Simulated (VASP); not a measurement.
Write the native input for VASP 6.6.1 that does the following.

- Task: single point
- Functional: PBEsol
- Potentials or basis: VASP PAW PBE potentials, release 64 (Fe_sv, Al)
- Cutoff: 690 eV
- k mesh: 8 × 8 × 8
- Occupations: fermi-dirac, width 0.05 eV
- Spin: collinear spin, ferromagnetic start
- Starting moments: [4.5, 0.0] μB
- Fixed moment: 4.5 μB
- Dipole correction: no
- Further INCAR settings: ALGO = Normal; EDIFF = 1e-06; NBANDS = 20

The structure of AlFe lies in POSCAR:

```
AlFe
1.0
    2.9100000000      0.0000000000      0.0000000000
    0.0000000000      2.9100000000      0.0000000000
    0.0000000000      0.0000000000      2.9100000000
Fe Al
1 1
Direct
    0.5000000000      0.5000000000      0.5000000000
    0.0000000000      0.0000000000      0.0000000000
```

The input as run:

INCAR

```
PREC = Accurate ; ENCUT = 690
EDIFF = 1E-6 ; ISMEAR = -1
SIGMA = 0.05 ; LREAL = F
LASPH = T ; NELM = 200
ALGO = Normal ; ISIF = 2
LWAVE = F ; LCHARG = F
ISPIN = 2 ; MAGMOM = 4.5 0
LORBIT = 11 ; NUPDOWN = 4.5
LMAXMIX = 4 ; GGA = PS
NBANDS = 20 ; GGA_COMPAT = F
```

KPOINTS

```
regular mesh
0
Gamma
  8 8 8
```

Potentials or basis: VASP PAW PBE potentials, release 64 (Fe_sv, Al).

Command:

```bash
$ cat potpaw_PBE.64/Fe_sv/POTCAR potpaw_PBE.64/Al/POTCAR > POTCAR
$ mpirun -np 1 vasp_std > vasp.out
```

It gave:

- Pressure: 40.6 GPa
- Net moment: 4.50 μB per cell
- Site moments: Fe +3.35; Al +0.15 μB
- Valence electrons inside the program's atomic spheres: Fe 13.65; Al 0.89

Caveat: the cell stands under pressure; the PAW data sets were made with another functional, which shifts forces and pressure a little; the total moment is fixed, so each spin has its own Fermi level and the state may be an excited one.

Run time: 48 s on 1 thread of Intel(R) Xeon(R) Platinum 8259CL CPU @ 2.50GHz (Skylake/Cascade Lake), with other jobs on the host, peak memory 0.19 GiB.
